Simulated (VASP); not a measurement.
**BaTiO3: single point with PBE**

Crystal: BaTiO3.

```
Ba Ti O
1.0
     2.82737    1.63238    2.31839
    -2.82737    1.63238    2.31839
     0.00000   -3.26476    2.31839
Ba Ti O
1 1 3
Direct
  0.00000 0.00000 0.00000
  0.48450 0.48450 0.48450
  0.50860 0.01750 0.50860
  0.01750 0.50860 0.50860
  0.50860 0.50860 0.01750
```

```
Program                : VASP 6.6.1
Task                   : single point
Functional             : PBE
Potentials or basis    : VASP PAW PBE potentials, release 64 (Ba_sv, Ti_sv, O)
Cutoff                 : 520 eV
k mesh                 : 4 × 4 × 4
Occupations            : fermi-dirac, width 0.03 eV
Spin                   : no spin polarisation
Dipole correction      : no
Further INCAR settings : ALGO = Normal; EDIFF = 1e-06; NBANDS = 28
```

* Pressure: 6.8 GPa
* Largest force: 0.159 eV/Å
* Band gap on the k mesh: 2.38 eV (least direct gap 2.78 eV)

Forces in eV/Å, atoms in the order of the input:
```
Ba   0.000  0.000 -0.121
Ti   0.000  0.000  0.147
O    0.137 -0.079 -0.009
O   -0.137 -0.079 -0.009
O    0.000  0.158 -0.009
```

Stress tensor (GPa, compression positive):
```
6.93 0.00 0.00
0.00 6.93 0.00
0.00 0.00 6.66
```

Levels at points of the mesh, in eV from the valence-band top:
| k point | band 16 | band 17 | band 18 | band 19 | band 20 | band 21 | band 22 | band 23 | band 24 | band 25 |
| --- | --- | --- | --- | --- | --- | --- | --- | --- | --- | --- |
| (0.00, 0.00, 0.00) | -1.31 | -1.06 | -0.53 | -0.40 | -0.40 | 2.38 | 2.38 | 2.52 | 4.49 | 4.49 |
| (0.50, 0.00, 0.00) | -2.09 | -1.68 | -1.63 | -0.96 | -0.83 | 2.55 | 3.78 | 3.88 | 4.45 | 6.16 |
| (0.50, 0.50, 0.00) | -2.70 | -1.62 | -0.89 | -0.85 | -0.09 | 3.86 | 3.86 | 4.20 | 5.06 | 7.82 |
| (0.50, 0.50, 0.50) | -2.39 | -2.35 | -0.02 | -0.02 | 0.00 | 4.33 | 4.48 | 4.48 | 6.61 | 6.61 |

It took 22 s on 1 thread of Intel(R) Xeon(R) Platinum 8259CL CPU @ 2.50GHz (Skylake/Cascade Lake), with other jobs on the host, peak memory 0.18 GiB.

Caveat: the cell stands under pressure; spin-orbit coupling is left out, which moves the levels of the heavy elements. A k mesh can miss the band edges.
